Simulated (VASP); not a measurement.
# AlN (P6_3/mmc) in VASP: notebook, part 2 of 2

VASP 6.6.1. The steps go on from the part before.

## Step 3: Single point, PBE

This run uses another cell than the first one, of 10.39 Å³/atom, 1.006 times its volume.

INCAR reads:

```
ALGO = Normal ; EDIFF = 1E-6
ENCUT = 520 ; GGA = PE
ISIF = 2 ; ISMEAR = 0
LASPH = T ; LCHARG = F
LREAL = F ; LWAVE = F
NBANDS = 16 ; NELM = 80
PREC = Accurate ; SIGMA = 0.05
```

KPOINTS reads:

```
k-points
0
Gamma
  9 9 6
```

POSCAR reads:

```
AlN
1.0
    3.4377000000      0.0000000000      0.0000000000
   -1.7188500000      2.9771355306      0.0000000000
    0.0000000000      0.0000000000      4.0620000000
Al N
2 2
Direct
    0.3333333333      0.6666666667      0.7500000000
    0.6666666667      0.3333333333      0.2500000000
    0.3333333333      0.6666666667      0.2500000000
    0.6666666667      0.3333333333      0.7500000000
```

Potentials or basis: VASP PAW PBE potentials, release 64 (Al, N).

The run is started by

```sh
cat potpaw_PBE.64/Al/POTCAR potpaw_PBE.64/N/POTCAR > POTCAR
mpirun -np 1 vasp_std > vasp.out
```

OUTCAR:

```text
EDIFF = 1E-6
   ENCUT = 520
   GGA = PE
   ISIF = 2
   ISMEAR = 0
   LASPH = T
   LREAL = F
   NELM = 80
   PREC = Accurate

 ion  position               nearest neighbor table
   1  0.333  0.667  0.750-   4 1.98   4 1.98   4 1.98   3 2.03   3 2.03   2 2.84   2 2.84   2 2.84
                             2 2.84   2 2.84   2 2.84
   2  0.667  0.333  0.250-   3 1.98   3 1.98   3 1.98   4 2.03   4 2.03   1 2.84   1 2.84   1 2.84
                             1 2.84   1 2.84   1 2.84
   3  0.333  0.667  0.250-   2 1.98   2 1.98   2 1.98   1 2.03   1 2.03
   4  0.667  0.333  0.750-   1 1.98   1 1.98   1 1.98   2 2.03   2 2.03

  LATTYP: Found a hexagonal cell.
 ALAT       =     3.4377000000
 C/A-ratio  =     1.1816039794

  Lattice vectors:

 A1 = (   3.4377000000,   0.0000000000,   0.0000000000)
 A2 = (  -1.7188500000,   2.9771355306,   0.0000000000)
 A3 = (   0.0000000000,   0.0000000000,   4.0620000000)

Analysis of symmetry for initial positions (statically):
=====================================================================
 Subroutine PRICEL returns:
 Original cell was already a primitive cell.

 Routine SETGRP: Setting up the symmetry group for a
 hexagonal supercell.

 Subroutine GETGRP returns: Found 24 space group operations
 (whereof 12 operations were pure point group operations)
 out of a pool of 24 trial point group operations.

The static configuration has the point symmetry D_3d.
 The point group associated with its full space group is D_6h.

Analysis of symmetry for dynamics (positions and initial velocities):
=====================================================================
 Subroutine PRICEL returns:
 Original cell was already a primitive cell.

 Routine SETGRP: Setting up the symmetry group for a
 hexagonal supercell.

 Subroutine GETGRP returns: Found 24 space group operations
 (whereof 12 operations were pure point group operations)
 out of a pool of 24 trial point group operations.

The dynamic configuration has the point symmetry D_3d.
 The point group associated with its full space group is D_6h.

 Subroutine INISYM returns: Found 24 space group operations
 (whereof 12 operations are pure point group operations),
 and found     1 'primitive' translations

----------------------------------------------------------------------------------------

                                     Primitive cell

  volume of cell :      41.5725

  direct lattice vectors                    reciprocal lattice vectors
     3.437700000  0.000000000  0.000000000     0.290892166  0.167946671  0.000000000
    -1.718850000  2.977135531  0.000000000     0.000000000  0.335893341  0.000000000
     0.000000000  0.000000000  4.062000000     0.000000000  0.000000000  0.246184146

  length of vectors
     3.437700000  3.437700000  4.062000000     0.335893341  0.335893341  0.246184146

  position of ions in fractional coordinates (direct lattice)
     0.333333333  0.666666667  0.750000000
     0.666666667  0.333333333  0.250000000
     0.333333333  0.666666667  0.250000000
     0.666666667  0.333333333  0.750000000

  ion indices of the primitive-cell ions
   primitive index   ion index
[... 21 lines left out ...]
     0.037321482  0.037321482  0.041030691

  Shift w.r.t. Gamma in fractional coordinates (k-lattice)
     0.000000000  0.000000000  0.000000000

 Subroutine IBZKPT returns following result:
 ===========================================

 Found     48 irreducible k-points:

 Following reciprocal coordinates:
            Coordinates               Weight
  0.000000  0.000000  0.000000      1.000000
  0.111111 -0.000000  0.000000      6.000000
  0.222222 -0.000000  0.000000      6.000000
  0.333333 -0.000000  0.000000      6.000000
  0.444444 -0.000000  0.000000      6.000000
  0.111111  0.111111  0.000000      6.000000
[... 16 lines left out ...]
  0.333333  0.222222  0.166667     24.000000
  0.333333  0.333333  0.166667      4.000000
 [... further k-points ...]
   k-points           NKPTS =     48   k-points in BZ     NKDIM =     48   number of bands    NBANDS=     16
   number of dos      NEDOS =    301   number of ions     NIONS =      4
   total plane-waves  NPLWV =  23520
   dimension x,y,z NGX =    28 NGY =   28 NGZ =   30
   dimension x,y,z NGXF=    56 NGYF=   56 NGZF=   60
   ions per type =               2   2
   NGX,Y,Z   is equivalent  to a cutoff of  13.54, 13.54, 12.28 a.u.
   NGXF,Y,Z  is equivalent  to a cutoff of  27.08, 27.08, 24.56 a.u.
 SYSTEM =  unknown system
   PREC   = accura    normal or accurate (medium, high low for compatibility)
   ISTART =      0    job   : 0-new  1-cont  2-samecut
   ICHARG =      2    charge: 1-file 2-atom 10-const
   ISPIN  =      1    spin polarized calculation?
   LNONCOLLINEAR =      F non collinear calculations
   LSORBIT =      F    spin-orbit coupling
   LASPH  =      T    aspherical Exc in radial PAW
   ENCUT  =  520.0 eV  38.22 Ry    6.18 a.u.   6.39  6.39  7.55*2*pi/ulx,y,z
   NELM   =     80;   NELMIN=  2; NELMDL= -5     # of ELM steps
   EDIFF  = 0.1E-05   stopping-criterion for ELM
   LREAL  =      F    real-space projection
   EDIFFG = 0.1E-04   stopping-criterion for IOM
   NSW    =      0    number of steps for IOM
   IBRION =     -1    ionic relax: 0-MD 1-quasi-New 2-CG
   NFREE  =      0    steps in history (QN), initial steepest desc. (CG)
   ISIF   =      2    stress and relaxation
   ISYM   =      2    0-nonsym 1-usesym 2-fastsym
   POTIM  = 0.5000    time-step for ionic-motion
   TEBEG  =    0.0;   TEEND  =   0.0 temperature during run
   PSTRESS=    0.0 pullay stress
   NELECT =      16.0000    total number of electrons
   NUPDOWN=      -1.0000    fix difference up-down
   EMIN   =  10.00;   EMAX   =-10.00  energy-range for DOS
   EFERMI =   0.00;   METHOD = LEGACY
   ISMEAR =     0;   SIGMA  =   0.05  broadening in eV -4-tet -1-fermi 0-gaus
   EFERMI_NEDOS =   21; number of points for ismear=-14 and -15
   IALGO  =     38    algorithm
   IMIX   =      4    mixing-type and parameters
     AMIX     =   0.40;   BMIX     =  1.00
     AMIX_MAG =   1.60;   BMIX_MAG =  1.00
  volume/ion in A,a.u.               =      10.39        70.14
  Fermi-wavevector in a.u.,A,eV,Ry     =   1.190820  2.250323 19.293761  1.418051
  Thomas-Fermi vector in A             =   2.326896
   LORBIT       =      0    0 simple, 1 ext, 2 COOP (PROOUT), +10 PAW based schemes
   GGA     = PE    functional components
   LHFCALC =     F    Hartree Fock is set to
   AEXX    =    0.0000 exact exchange contribution
   IVDW    =     0    specifies the selected vdW correction
   LEPSILON=     F    determine dielectric tensor
   LRPA    =     F    only Hartree local field effects (RPA)
 non-spin polarized calculation
 Gauss-broadening in eV      SIGMA  =   0.05
  energy-cutoff  :      520.00
  volume of cell :       41.57
 maximum number of plane-waves:      1134
 NGX is ok and might be reduce to    28
   NGX = 13   NGY = 13   NGZ = 15

 number of electron      16.0000000 magnetization

 Free energy of the ion-electron system (eV)
  ---------------------------------------------------
  ext. energy  EPLUGINS =         0.00000000
  ---------------------------------------------------
  free energy    TOTEN  =       -29.19666097 eV

  energy without entropy =      -29.19666097  energy(sigma->0) =      -29.19666097

 E-fermi :   7.3685     XC(G=0): -10.9532

 val. band max:        7.1276919067   @ k =   0.0000   0.0000   0.0000
 cond. band min:      10.3004462742   @ k =   0.0000   0.0000   0.0000
 fundamental gap:      3.1727543675
 Fermi energy:         7.3685069751

 k-point     1 :       0.0000    0.0000    0.0000
  band No.  band energies     occupation
      1      -9.0408      2.00000
      2      -5.3172      2.00000
      3       0.9657      2.00000
      4       4.0888      2.00000
      5       4.0888      2.00000
      6       6.0452      2.00000
[... 433 lines left out ...]
      3       1.1609      2.00000
      4       2.0435      2.00000
      5       2.0435      2.00000
      6       4.9856      2.00000
[... 8 lines left out ...]
     15      18.7069      0.00000
     16      20.3476      0.00000

 [... further k-points ...]
[... 5 lines left out ...]
  --------------------------------------------------------------------------------------
  -------------------------------------------------------------------------------------
  Total       -3.2028463     -3.2028463     -0.2447140      0.0000000      0.0000000     -0.0000000
  in kB     -123.4355305   -123.4355305     -9.4311100      0.0000000      0.0000000     -0.0000000
  external PRESSURE =     -85.4340570 kB  Pullay stress =       0.0000000 kB

 VOLUME and BASIS-vectors are now :
 -----------------------------------------------------------------------------
  energy-cutoff  :      520.00
  volume of cell :       41.57
      direct lattice vectors                 reciprocal lattice vectors
     3.437700000  0.000000000  0.000000000     0.290892166  0.167946671  0.000000000
    -1.718850000  2.977135531  0.000000000     0.000000000  0.335893341  0.000000000
     0.000000000  0.000000000  4.062000000     0.000000000  0.000000000  0.246184146

 POSITION                                       TOTAL-FORCE (eV/Angst)
 -----------------------------------------------------------------------------------
     -0.00000      1.98476      3.04650        -0.000000      0.000000      0.000000
      1.71885      0.99238      1.01550         0.000000     -0.000000      0.000000
     -0.00000      1.98476      1.01550         0.000000     -0.000000      0.000000
      1.71885      0.99238      3.04650        -0.000000      0.000000      0.000000
 -----------------------------------------------------------------------------------
    total drift:                               -0.000000     -0.000000     -0.000000

  FREE ENERGIE OF THE ION-ELECTRON SYSTEM (eV)
  ---------------------------------------------------
  free  energy   TOTEN  =       -29.1966609712 eV

  energy  without entropy=      -29.1966609712  energy(sigma->0) =      -29.19666097
```

OSZICAR:

```text
N       E                     dE             d eps       ncg     rms          rms(c)
DAV:   1     0.460627625042E+02    0.46063E+02   -0.73192E+03  1536   0.901E+02
DAV:   2    -0.299346657635E+02   -0.75997E+02   -0.67924E+02  2296   0.186E+02
DAV:   3    -0.335838254356E+02   -0.36492E+01   -0.36326E+01  1816   0.425E+01
DAV:   4    -0.336071380525E+02   -0.23313E-01   -0.23310E-01  1936   0.384E+00
DAV:   5    -0.336074617594E+02   -0.32371E-03   -0.32370E-03  1848   0.457E-01    0.114E+01
DAV:   6    -0.292097176394E+02    0.43977E+01   -0.92098E+00  1976   0.223E+01    0.376E+00
DAV:   7    -0.292230594701E+02   -0.13342E-01   -0.81289E-01  1680   0.582E+00    0.280E+00
DAV:   8    -0.292084943646E+02    0.14565E-01   -0.12182E-01  1704   0.288E+00    0.100E+00
DAV:   9    -0.291960674233E+02    0.12427E-01   -0.26760E-02  1920   0.127E+00    0.305E-01
DAV:  10    -0.291967723502E+02   -0.70493E-03   -0.46741E-03  1776   0.430E-01    0.167E-01
DAV:  11    -0.291966618020E+02    0.11055E-03   -0.21972E-04  1800   0.118E-01    0.538E-02
DAV:  12    -0.291966619433E+02   -0.14134E-06   -0.20064E-05  1808   0.341E-02    0.106E-02
DAV:  13    -0.291966609712E+02    0.97212E-06   -0.87463E-06  1912   0.215E-02
   1 F= -.29196661E+02 E0= -.29196661E+02  d E =-.489254E-14
```

Wall time 16 s (1 thread of Intel Xeon 6975P-C (Granite Rapids), shared host); peak memory 0.16 GiB.

Results:

```yaml
Free_energy: -29.1967 eV
Pressure: -8.5 GPa
Band_gap_on_the_k_mesh: 3.17 eV, direct
```

## Step 4: Single point, PBE

This run uses another cell than the first one, of 10.51 Å³/atom, 1.018 times its volume.

INCAR reads:

```
SYSTEM = AlN
PREC = Accurate
ENCUT = 520
EDIFF = 1E-7
ISMEAR = 0
SIGMA = 0.05
LREAL = .FALSE.
LASPH = .TRUE.
NELM = 60
ALGO = Normal
ISIF = 2
LWAVE = .FALSE.
LCHARG = .FALSE.
GGA = PE
NBANDS = 16
```

KPOINTS reads:

```
Automatic mesh
0
G
  9 9 6
  0 0 0
```

POSCAR reads:

```
AlN
1.0
    3.3549000000      0.0000000000      0.0000000000
   -1.6774500000      2.9054286271      0.0000000000
    0.0000000000      0.0000000000      4.3132000000
Al N
2 2
Direct
    0.3333333333      0.6666666667      0.7500000000
    0.6666666667      0.3333333333      0.2500000000
    0.3333333333      0.6666666667      0.2500000000
    0.6666666667      0.3333333333      0.7500000000
```

The run is started by

```sh
cat potpaw_PBE.64/Al/POTCAR potpaw_PBE.64/N/POTCAR > POTCAR
mpirun -np 1 vasp_std > vasp.out
```

Wall time 15 s (1 thread of Intel Xeon 6975P-C (Granite Rapids), shared host); peak memory 0.17 GiB.

Results (log left out):

* Free energy: -29.2476 eV
* Pressure: -9.8 GPa
* Band gap on the k mesh: 2.80 eV, direct

Stress tensor (GPa, compression positive):
```
-9.83  0.00  0.00
 0.00 -9.83  0.00
 0.00  0.00 -9.69
```

Levels at points of the mesh, in eV from the valence-band top:
| k point | band 4 | band 5 | band 6 | band 7 | band 8 | band 9 | band 10 | band 11 | band 12 | band 13 |
| --- | --- | --- | --- | --- | --- | --- | --- | --- | --- | --- |
| (0.00, 0.00, 0.00) | -3.13 | -3.13 | -1.60 | -1.60 | 0.00 | 2.80 | 3.97 | 7.98 | 7.98 | 10.72 |
| (0.00, 0.00, 0.50) | -3.68 | -2.40 | -2.40 | -2.40 | -2.40 | 5.25 | 5.25 | 8.22 | 8.22 | 8.22 |

As with any semilocal functional, this PBE gap is likely too small.

## Step 5: Overview

| cell | gap on the mesh (eV) | pressure (GPa) |
| --- | --- | --- |
| a = 3.189, b = 3.189, c = 4.690 Å, angles 90.0, 90.0, 120.0°, 4 atoms | 2.72 | 3.3 |
| a = 3.438, b = 3.438, c = 4.062 Å, angles 90.0, 90.0, 120.0°, 4 atoms | 3.17 | -8.5 |
| a = 3.355, b = 3.355, c = 4.313 Å, angles 90.0, 90.0, 120.0°, 4 atoms | 2.80 | -9.8 |

Alike in all rows: task single point; level PBE; potentials or basis VASP PAW PBE potentials, release 64 (Al, N); no spin polarisation; k mesh 9 × 9 × 6; cutoff (eV) 520; smearing gaussian 0.05 eV.

Total energies depend on the potentials used, so only differences within one code and one set of settings carry meaning.
